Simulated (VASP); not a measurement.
Here is a VASP 6.6.1 calculation.

File INCAR:

```
SYSTEM = Zn
PREC = Accurate
ENCUT = 520
EDIFF = 1E-6
ISMEAR = -1
SIGMA = 0.08
LREAL = .FALSE.
LASPH = .TRUE.
NELM = 100
ALGO = Normal
ISIF = 2
LWAVE = .FALSE.
LCHARG = .FALSE.
NBANDS = 19
```

File KPOINTS:

```
regular mesh
0
G
  18 18 10
  0 0 0
```

File POSCAR:

```
Zn
1.0
    2.3882444435      0.0000000000      0.0000000000
   -1.1941222218      2.0682803585      0.0000000000
    0.0000000000      0.0000000000      3.9066821613
Zn
2
Direct
    0.3333333333      0.6666666667      0.2500000000
    0.6666666667      0.3333333333      0.7500000000
```

Potentials or basis: VASP PAW LDA potentials, release 64 (Zn).

Run with:

```sh
$ cat potpaw_LDA.64/Zn/POTCAR > POTCAR
$ mpirun -np 1 vasp_std > vasp.out
```

**Question.** What does it give for the band gap on the k mesh?

**Answer.** Zero (band 12 reaches 9.23 eV, above the bottom of band 13 at 6.44 eV).

**Question.** What does it give for the pressure?

**Answer.** 80.4 GPa.

Stress tensor (GPa, compression positive):
```
80.42  0.00  0.00
 0.00 80.42  0.00
 0.00  0.00 80.29
```
